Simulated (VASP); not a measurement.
SnO2: single point with LDA

SnO2:

```
Sn O
1.0
     4.78800    0.00000    0.00000
     0.00000    4.86658    0.00000
     0.00000    0.00000    3.24090
Sn O
2 4
Cartesian
  2.3940 2.4333 1.6204
  0.0000 0.0000 0.0000
  1.3974 1.5624 0.0000
  3.7914 0.8709 1.6204
  0.9966 3.9957 1.6204
  3.3906 3.3042 0.0000
```

```
Program             : VASP 6.6.1
Task                : single point
Functional          : LDA
Potentials or basis : VASP PAW LDA potentials, release 64 (Sn_d, O)
Cutoff              : 520 eV
k mesh              : 4 × 4 × 6
Occupations         : gaussian, width 0.1 eV
Spin                : no spin polarisation
```

```yaml
Pressure: -10.4 GPa
Largest_force: 0.151 eV/Å
Band_gap_on_the_k_mesh: 0.70 eV, direct
```

Forces on the atoms (eV/Å):
```
Sn   0.000  0.000  0.000
Sn   0.000  0.000  0.000
O    0.151 -0.004  0.000
O    0.151  0.004  0.000
O   -0.151 -0.004  0.000
O   -0.151  0.004  0.000
```

Stress tensor (GPa, compression positive):
```
 -9.75   0.00   0.00
  0.00 -10.03   0.00
  0.00   0.00 -11.43
```

Levels at points of the mesh, in eV from the valence-band top:
```csv
k point,band 24,band 25,band 26,band 27,band 28,band 29
"(0.00, 0.00, 0.00)",-0.64,-0.63,0.00,0.70,5.53,5.84
"(0.50, 0.00, 0.00)",-1.14,-0.44,-0.44,3.73,3.73,6.41
"(0.00, 0.50, 0.00)",-1.13,-0.57,-0.57,3.89,3.89,6.86
"(0.50, 0.50, 0.00)",-1.26,-0.73,-0.73,4.20,4.20,6.99
"(0.00, 0.00, 0.50)",-1.47,-1.05,-1.05,5.47,5.47,9.17
"(0.50, 0.00, 0.50)",-0.83,-0.73,-0.73,5.77,5.77,7.57
"(0.00, 0.50, 0.50)",-1.04,-0.62,-0.62,5.67,5.67,7.35
"(0.50, 0.50, 0.50)",-0.85,-0.66,-0.66,4.25,4.25,8.41
```

Wall time 120 s on 1 thread of AMD EPYC 7R43 64-Core Processor (Zen 3) (shared host), peak memory 0.16 GiB.

Caveat: spin-orbit coupling is left out, which moves the levels of the heavy elements.
